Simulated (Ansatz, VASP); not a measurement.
# Two plane-wave programs on ZnS

The input INCAR:

```
SYSTEM = ZnS
ALGO     = Normal         ! electronic algorithm
EDIFF    = 1E-7           ! SCF threshold, eV
ENCUT    = 520            ! plane-wave cutoff, eV
GGA      = PS             ! functional
ISIF     = 2              ! what is computed and relaxed
ISMEAR   = 0              ! smearing method
LASPH    = .TRUE.         ! aspherical terms in the spheres
LCHARG   = .FALSE.        ! write CHGCAR
LREAL    = .FALSE.        ! projectors in reciprocal space
LWAVE    = .FALSE.        ! write WAVECAR
NBANDS   = 26             ! bands
NELM     = 60             ! most SCF steps
PREC     = Accurate       ! precision mode
SIGMA    = 0.05           ! smearing width, eV
```

KPOINTS

```
k-points
0
G
  9 9 6
  0 0 0
```

POSCAR

```
ZnS
1.0
    3.7732517825      0.0000000000      0.0000000000
   -1.8866258912      3.2677318985      0.0000000000
    0.0000000000      0.0000000000      5.4874400673
Zn S
2 2
Direct
    0.3333333333      0.6666666667      0.0054424479
    0.6666666667      0.3333333333      0.5054424479
    0.3333333333      0.6666666667      0.3795575521
    0.6666666667      0.3333333333      0.8795575521
```

Input for Ansatz:

```yaml
crystal:
  lattice:
    - [3.7732517825, 0.0, 0.0]
    - [-1.8866258912, 3.2677318985, 0.0]
    - [0.0, 0.0, 5.4874400673]
  atoms:
    - { symbol: Zn, position: [0.3333333333, 0.6666666667, 0.0054424479] }
    - { symbol: Zn, position: [0.6666666667, 0.3333333333, 0.5054424479] }
    - { symbol: S, position: [0.3333333333, 0.6666666667, 0.3795575521] }
    - { symbol: S, position: [0.6666666667, 0.3333333333, 0.8795575521] }
basis:
  ecutwfc: 520.0
kpoints:
  mp_grid: { grid: [9, 9, 6] }
hamiltonian:
  xc: pbesol
  pseudopotentials: { kind: paw }
scf:
  occupations: { method: gaussian, width: 0.05 }
output:
  forces: true
  stress: true
  eigenvalues: true
```

Alike in both runs: task single point; functional PBEsol; k mesh 9 × 9 × 6; occupations gaussian, width 0.05 eV; no spin polarisation.

|  | VASP | Ansatz |
| --- | --- | --- |
| version | VASP 6.6.1 | Ansatz 0.2.0 |
| potentials or method | VASP PAW PBE potentials, release 64 (Zn, S), cutoff 520 eV | scalar-relativistic, plane waves, PAW |
| valence electrons in the cell | 36 | 36 |

|  | VASP | Ansatz | Ansatz less VASP |
| --- | --- | --- | --- |
| gap on the k mesh at the Fermi level (eV) | 2.16 | 2.15 | -0.005 |
| least direct gap on the mesh (eV) | 2.16 | 2.15 | -0.005 |
| pressure (GPa) | 17.0 | 16.7 | -0.33 |
| traceless stress, the component that is largest in VASP (GPa) | 22.81 | 22.76 | -0.059 |
| rms of the force components (eV/Å) | 1.309 | 1.304 | -0.0050 |

VASP's potentials were made for PBE, not for PBEsol. Atom by atom the forces differ by 0.005 eV/Å (rms over components).
